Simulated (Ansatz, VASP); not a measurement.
**Two plane-wave programs on NaY3**

```
Y Na
1.0
    -2.38590    2.38590    5.39058
     2.38590   -2.38590    5.39058
     2.38590    2.38590   -5.39058
Y Na
3 1
Direct
  0.50000 0.50000 0.00000
  0.25000 0.75000 0.50000
  0.75000 0.25000 0.50000
  0.00000 0.00000 0.00000
```

Alike in both runs: task single point; functional PBE; k mesh 8 × 8 × 8; occupations fermi-dirac, width 0.05 eV; no spin polarisation.

|  | VASP | Ansatz |
| --- | --- | --- |
| version | VASP 6.6.1 | Ansatz 0.2.0 |
| potentials or method | VASP PAW PBE potentials, release 64 (Y_sv, Na_pv) | Ansatz PAW |
| plane-wave cutoff (eV) | 520 | 420 |
| valence electrons in the cell | 40 | 42 |

|  | VASP | Ansatz | Ansatz less VASP |
| --- | --- | --- | --- |
| gap on the k mesh at the Fermi level (eV) | none | none | - |
| pressure (GPa) | 1.8 | 1.9 | +0.07 |
| traceless stress, the component that is largest in VASP (GPa) | -0.27 | -0.24 | +0.025 |

A gap of «none» marks a metal or a gap that the smearing closes. VASP's potentials hold 40 valence electrons a cell and Ansatz's 42, so a difference there can come from the potentials and not from the codes.
